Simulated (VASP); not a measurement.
# Al3BSb2 (Imm2) in VASP: relaxation of cell and atoms with PBE

Aim: the relaxation of cell and atoms of Al3BSb2 with PBE.

Program: VASP 6.6.1. These are calculated values, not measurements. Logs are shortened: lines on timing, memory, paths and dates and some standing lists are left out, and cuts for length are marked.

**1. The cell of the first run**

It takes space group Imm2 (No. 44, orthorhombic). The conventional cell has a = 3.720 Å, b = 11.160 Å, c = 5.260 Å, α = 90.00°, β = 90.00°, γ = 90.00°. Within 3.0 Å of Al (site symmetry m) lie 3 Sb at 2.28 Å and 1 B at 2.28 Å. Within 3.0 Å of Al (site symmetry mm2) lie 2 B at 2.28 Å and 2 Sb at 2.28 Å. Within 3.0 Å of B (site symmetry mm2) lie 4 Al at 2.28 Å. Sb (site symmetry m) has 4 Al at 2.28 Å within 3.0 Å.

**2. Relaxation of cell and atoms, PBE**

Input file INCAR:

```
ALGO = Normal
EDIFF = 1E-6
EDIFFG = -0.08
ENCUT = 600
GGA = PE
IBRION = 2
ISIF = 3
ISMEAR = 0
LASPH = T
LCHARG = F
LREAL = F
LWAVE = F
NELM = 80
NSW = 36
PREC = Accurate
SIGMA = 0.2
```

Input file KPOINTS:

```
k-points
0
Gamma
  5 5 5
```

Input file POSCAR:

```
Al3BSb2
1.0
   -1.8600000000      5.5800000000      2.6300000000
    1.8600000000     -5.5800000000      2.6300000000
    1.8600000000      5.5800000000     -2.6300000000
Al B Sb
3 1 2
Direct
    0.4167000000      0.2500000000      0.1667000000
    0.0833000000      0.2500000000      0.8333000000
    0.7500000000      0.2500000000      0.5000000000
    0.0000000000      0.0000000000      0.0000000000
    0.3333000000      0.0000000000      0.3333000000
    0.6667000000      0.0000000000      0.6667000000
```

Potentials or basis: VASP PAW PBE potentials, release 64 (Al, B, Sb).

Command:

```
$ cat potpaw_PBE.64/Al/POTCAR potpaw_PBE.64/B/POTCAR potpaw_PBE.64/Sb/POTCAR > POTCAR
$ mpirun -np 1 vasp_std > vasp.out
```

OUTCAR:

```text
EDIFF = 1E-6
   EDIFFG = -0.08
   ENCUT = 600
   GGA = PE
   IBRION = 2
   ISIF = 3
   ISMEAR = 0
   LASPH = T
   LREAL = F
   NELM = 80
   NSW = 36
   PREC = Accurate

 ion  position               nearest neighbor table
   1  0.417  0.250  0.167-   5 2.28   6 2.28   6 2.28   4 2.28
   2  0.083  0.250  0.833-   6 2.28   5 2.28   5 2.28   4 2.28
   3  0.750  0.250  0.500-   4 2.28   4 2.28   5 2.28   6 2.28
   4  0.000  0.000  0.000-   3 2.28   3 2.28   1 2.28   2 2.28
   5  0.333  0.000  0.333-   1 2.28   2 2.28   2 2.28   3 2.28   6 3.72   6 3.72   6 3.72   6 3.72
                             6 3.72
   6  0.667  0.000  0.667-   2 2.28   1 2.28   1 2.28   3 2.28   5 3.72   5 3.72   5 3.72   5 3.72
                             5 3.72

  LATTYP: Found a body centered orthorhombic cell.
 ALAT       =     3.7200000000
 B/A-ratio  =     1.4139784946
 C/A-ratio  =     3.0000000000

  Lattice vectors:

 A1 = (   1.8600000000,  -5.5800000000,  -2.6300000000)
 A2 = (  -1.8600000000,  -5.5800000000,   2.6300000000)
 A3 = (  -1.8600000000,   5.5800000000,  -2.6300000000)

Analysis of symmetry for initial positions (statically):
=====================================================================
 Subroutine PRICEL returns:
 Original cell was already a primitive cell.

 Routine SETGRP: Setting up the symmetry group for a
 body centered orthorhombic supercell.

 Subroutine GETGRP returns: Found  4 space group operations
 (whereof  4 operations were pure point group operations)
 out of a pool of  8 trial point group operations.

The static configuration has the point symmetry C_2v.

Analysis of symmetry for dynamics (positions and initial velocities):
=====================================================================
 Subroutine PRICEL returns:
 Original cell was already a primitive cell.

 Routine SETGRP: Setting up the symmetry group for a
 body centered orthorhombic supercell.

 Subroutine GETGRP returns: Found  4 space group operations
 (whereof  4 operations were pure point group operations)
 out of a pool of  8 trial point group operations.

The dynamic configuration has the point symmetry C_2v.

 Subroutine INISYM returns: Found  4 space group operations
 (whereof  4 operations are pure point group operations),
 and found     1 'primitive' translations

----------------------------------------------------------------------------------------

                                     Primitive cell

  volume of cell :     109.1850

  direct lattice vectors                    reciprocal lattice vectors
    -1.860000000  5.580000000  2.630000000     0.000000000  0.089605735  0.190114068
     1.860000000 -5.580000000  2.630000000     0.268817204  0.000000000  0.190114068
     1.860000000  5.580000000 -2.630000000     0.268817204  0.089605735  0.000000000

  length of vectors
     6.443050520  6.443050520  6.443050520     0.210172659  0.329250738  0.283358213

  position of ions in fractional coordinates (direct lattice)
     0.416700000  0.250000000  0.166700000
     0.083300000  0.250000000  0.833300000
     0.750000000  0.250000000  0.500000000
     0.000000000  0.000000000  0.000000000
     0.333300000  0.000000000  0.333300000
     0.666700000  0.000000000  0.666700000

  ion indices of the primitive-cell ions
   primitive index   ion index
                 1           1
                 2           2
                 3           3
                 4           4
                 5           5
                 6           6

----------------------------------------------------------------------------------------

 KPOINTS: k-points

Automatic generation of k-mesh.
 Grid dimensions read from file:
 generate k-points for:    5    5    5

 Generating k-lattice:

  Cartesian coordinates                     Fractional coordinates (reciprocal lattice)
     0.000000000  0.017921147  0.038022814     0.200000000  0.000000000  0.000000000
     0.053763441  0.000000000  0.038022814    -0.000000000  0.200000000  0.000000000
     0.053763441  0.017921147  0.000000000    -0.000000000  0.000000000  0.200000000

  Length of vectors
     0.042034532  0.065850148  0.056671643

  Shift w.r.t. Gamma in fractional coordinates (k-lattice)
     0.000000000  0.000000000  0.000000000

 Subroutine IBZKPT returns following result:
 ===========================================

 Found     27 irreducible k-points:

 Following reciprocal coordinates:
            Coordinates               Weight
  0.000000  0.000000  0.000000      1.000000
  0.200000 -0.000000  0.000000      4.000000
  0.400000  0.000000  0.000000      4.000000
  0.000000  0.200000  0.000000      4.000000
  0.200000  0.200000  0.000000      8.000000
  0.400000  0.200000  0.000000      8.000000
[... 16 lines left out ...]
 -0.400000 -0.200000  0.200000      4.000000
 -0.200000 -0.200000  0.200000      2.000000
 [... further k-points ...]
   k-points           NKPTS =     27   k-points in BZ     NKDIM =     27   number of bands    NBANDS=     15
   number of dos      NEDOS =    301   number of ions     NIONS =      6
   total plane-waves  NPLWV = 157464
   dimension x,y,z NGX =    54 NGY =   54 NGZ =   54
   dimension x,y,z NGXF=   108 NGYF=  108 NGZF=  108
   ions per type =               3   1   2
   NGX,Y,Z   is equivalent  to a cutoff of  13.93, 13.93, 13.93 a.u.
   NGXF,Y,Z  is equivalent  to a cutoff of  27.87, 27.87, 27.87 a.u.
 SYSTEM =  unknown system
   PREC   = accura    normal or accurate (medium, high low for compatibility)
   ISTART =      0    job   : 0-new  1-cont  2-samecut
   ICHARG =      2    charge: 1-file 2-atom 10-const
   ISPIN  =      1    spin polarized calculation?
   LNONCOLLINEAR =      F non collinear calculations
   LSORBIT =      F    spin-orbit coupling
   LASPH  =      T    aspherical Exc in radial PAW
   ENCUT  =  600.0 eV  44.10 Ry    6.64 a.u.  12.87 12.87 12.87*2*pi/ulx,y,z
   NELM   =     80;   NELMIN=  2; NELMDL= -5     # of ELM steps
   EDIFF  = 0.1E-05   stopping-criterion for ELM
   LREAL  =      F    real-space projection
   EDIFFG = -.8E-01   stopping-criterion for IOM
   NSW    =     36    number of steps for IOM
   IBRION =      2    ionic relax: 0-MD 1-quasi-New 2-CG
   NFREE  =      1    steps in history (QN), initial steepest desc. (CG)
   ISIF   =      3    stress and relaxation
   ISYM   =      2    0-nonsym 1-usesym 2-fastsym
   POTIM  = 0.5000    time-step for ionic-motion
   TEBEG  =    0.0;   TEEND  =   0.0 temperature during run
   PSTRESS=    0.0 pullay stress
   NELECT =      22.0000    total number of electrons
   NUPDOWN=      -1.0000    fix difference up-down
   EMIN   =  10.00;   EMAX   =-10.00  energy-range for DOS
   EFERMI =   0.00;   METHOD = LEGACY
   ISMEAR =     0;   SIGMA  =   0.20  broadening in eV -4-tet -1-fermi 0-gaus
   EFERMI_NEDOS =   21; number of points for ismear=-14 and -15
   IALGO  =     38    algorithm
   IMIX   =      4    mixing-type and parameters
     AMIX     =   0.40;   BMIX     =  1.00
     AMIX_MAG =   1.60;   BMIX_MAG =  1.00
  volume/ion in A,a.u.               =      18.20       122.80
  Fermi-wavevector in a.u.,A,eV,Ry     =   0.959757  1.813678 12.532790  0.921134
  Thomas-Fermi vector in A             =   2.088982
   LORBIT       =      0    0 simple, 1 ext, 2 COOP (PROOUT), +10 PAW based schemes
   GGA     = PE    functional components
   LHFCALC =     F    Hartree Fock is set to
   AEXX    =    0.0000 exact exchange contribution
   IVDW    =     0    specifies the selected vdW correction
   LEPSILON=     F    determine dielectric tensor
   LRPA    =     F    only Hartree local field effects (RPA)
 conjugate gradient relaxation of ions
 non-spin polarized calculation
 Gauss-broadening in eV      SIGMA  =   0.20
  energy-cutoff  :      600.00
  volume of cell :      109.18
 maximum number of plane-waves:      3666
 NGX is ok and might be reduce to    54
   NGX = 25   NGY = 25   NGZ = 25

--------------------------------------- Ionic step        1  -------------------------------------------

 number of electron      22.0000000 magnetization

 Free energy of the ion-electron system (eV)
  ---------------------------------------------------
  ext. energy  EPLUGINS =         0.00000000
  ---------------------------------------------------
  free energy    TOTEN  =       -17.75632121 eV

  energy without entropy =      -17.69399984  energy(sigma->0) =      -17.72516052

 E-fermi :   7.4234     XC(G=0): -10.0619

 val. band max:        7.4187053711   @ k =   0.2000  -0.0000   0.0000
 cond. band min:       7.4597210163   @ k =  -0.2000   0.2000  -0.0000
 fundamental gap:      0.0410156452
 Fermi energy:         7.4234351657

 k-point     1 :       0.0000    0.0000    0.0000
  band No.  band energies     occupation
      1      -5.4201      2.00000
      2      -2.5721      2.00000
      3       0.5295      2.00000
      4       1.5723      2.00000
      5       2.1022      2.00000
      6       3.3433      2.00000
      7       3.5095      2.00000
      8       5.4884      2.00000
      9       6.5500      2.00000
     10       8.6835      0.00000
     11       8.6848      0.00000
     12       8.8246      0.00000
[... 959 lines left out ...]
      1      -6.0775      2.00000
      2      -5.3431      2.00000
      3      -2.8899      2.00000
      4      -0.6909      2.00000
      5      -0.4958      2.00000
      6       2.2331      2.00000
      7       2.7669      2.00000
      8       3.1230      2.00000
      9       3.2094      1.99999
     10       3.2458      1.99997
     11       3.7046      1.63314
     12       4.0398      0.14215
     13       6.6103      0.00000
     14       6.8608      0.00000
     15       7.1306      0.00000

 [... further k-points ...]

[... ionic steps 4 to 13 ...]

--------------------------------------- Ionic step       14  -------------------------------------------

 number of electron      22.0000000 magnetization

------------------------ aborting loop because EDIFF is reached ----------------------------------------

  FORCE on cell =-STRESS in cart. coord.  units (eV):
  Direction    XX          YY          ZZ          XY          YZ          ZX
  --------------------------------------------------------------------------------------
  -------------------------------------------------------------------------------------
  Total       -0.4099165      0.3824151      0.2012326      0.0000000      0.0000000      0.0000000
  in kB       -4.6477082      4.3358918      2.2816123      0.0000000      0.0000000      0.0000000
  external PRESSURE =       0.6565987 kB  Pullay stress =       0.0000000 kB
[... 65 lines left out ...]
  energy  without entropy=      -25.1011763423  energy(sigma->0) =      -25.12633865

--------------------------------------- Ionic step       16  -------------------------------------------

 number of electron      22.0000000 magnetization

 Free energy of the ion-electron system (eV)
  ---------------------------------------------------
  ext. energy  EPLUGINS =         0.00000000
  ---------------------------------------------------
  free energy    TOTEN  =       -25.15833079 eV

  energy without entropy =      -25.10830246  energy(sigma->0) =      -25.13331663

 E-fermi :   4.7347     XC(G=0):  -9.0827

 val. band max:        4.7328642083   @ k =  -0.0000   0.4000   0.0000
 cond. band min:       4.7353936456   @ k =  -0.4000  -0.4000   0.2000
 fundamental gap:      0.0025294373
 Fermi energy:         4.7347237440

 k-point     1 :       0.0000    0.0000    0.0000
  band No.  band energies     occupation
      1      -5.7803      2.00000
      2      -3.9520      2.00000
      3      -2.5694      2.00000
      4      -0.1771      2.00000
      5       0.2390      2.00000
      6       1.4560      2.00000
      7       1.4779      2.00000
      8       4.1301      1.99998
      9       5.1750      0.00185
     10       5.2702      0.00015
     11       5.6111      0.00000
     12       6.4504      0.00000
[... 450 lines left out ...]
  FREE ENERGIE OF THE ION-ELECTRON SYSTEM (eV)
  ---------------------------------------------------
  free  energy   TOTEN  =       -25.1583307922 eV

  energy  without entropy=      -25.1083024589  energy(sigma->0) =      -25.13331663

 reached required accuracy - stopping structural energy minimisation
```

Run time: 18 min. Hardware: 1 thread of Intel Xeon Platinum 8488C (Sapphire Rapids), shared host; peak memory 0.46 GiB.

What came out:

```yaml
Free_energy: -25.1583 eV
Relaxed_volume: 23.56 Å³/atom
Relaxed_cell: a = 7.167 Å, b = 7.167 Å, c = 7.167 Å, α = 149.27°, β = 59.18°, γ = 130.76°
Space_group_after_relaxing_to_0.1_Å: Imm2 (No. 44)
Energy_gained_by_relaxing: 1233.7 meV/atom
Ionic_steps: 16
Pressure_after_relaxing: 0.0 GPa
Largest_force_after_relaxing: 0.071 eV/Å
Band_gap_on_the_k_mesh: zero (bands 11 and 12 overlap by 1.72 eV)
```

Forces on the atoms (eV/Å):
```
Al   0.000 -0.011 -0.032
Al   0.000  0.011 -0.032
Al   0.000  0.000  0.063
B    0.000  0.000  0.071
Sb   0.000 -0.018 -0.035
Sb   0.000  0.018 -0.035
```

The path:
```tsv
step	energy change (eV)	largest force (eV/Å)	pressure (GPa)	volume (Å³)
1	0.0000	6.5462	43.17	109.18
2	-4.3922	0.5129	-9.15	206.44
3	-6.1599	1.5657	-2.80	159.00
4	-6.1642	1.6235	-2.34	157.55
5	-6.1640	1.6695	-1.97	156.43
6	-6.5565	1.4032	-1.36	151.68
7	-6.9501	2.2355	3.24	138.01
8	-7.0038	1.0331	0.92	142.94
9	-7.0216	1.3244	1.53	141.42
10	-7.2737	0.6569	0.05	142.88
11	-7.3086	0.5300	-0.38	143.59
12	-7.3698	0.4718	-0.23	142.40
13	-7.3753	0.5028	-0.13	141.95
14	-7.3943	0.1943	0.07	141.31
15	-7.3952	0.1721	0.13	141.14
16	-7.4020	0.0710	-0.01	141.37
```

Final structure:
```xyz
6
Lattice="-1.8991 6.2322 2.9860 1.8991 -6.2322 2.9860 1.8991 6.2322 -2.9860" Properties=species:S:1:pos:R:3 pbc="T T T"
Al    0.0000    1.6942    1.1331
Al    1.8991    4.5380   -1.8528
Al    0.0000    6.2322    2.0441
B     0.0000    0.0000    5.8942
Sb    0.0000    4.2326    0.1232
Sb    0.0000    8.2319    0.1232
```

Caveat: the volume moved by over 15 % at a fixed basis, so the end points are rough; spin-orbit coupling is left out, which moves the levels of the heavy elements; the relaxation stopped at a loose force limit of 0.08 eV/Å, so its end isn't a converged minimum.
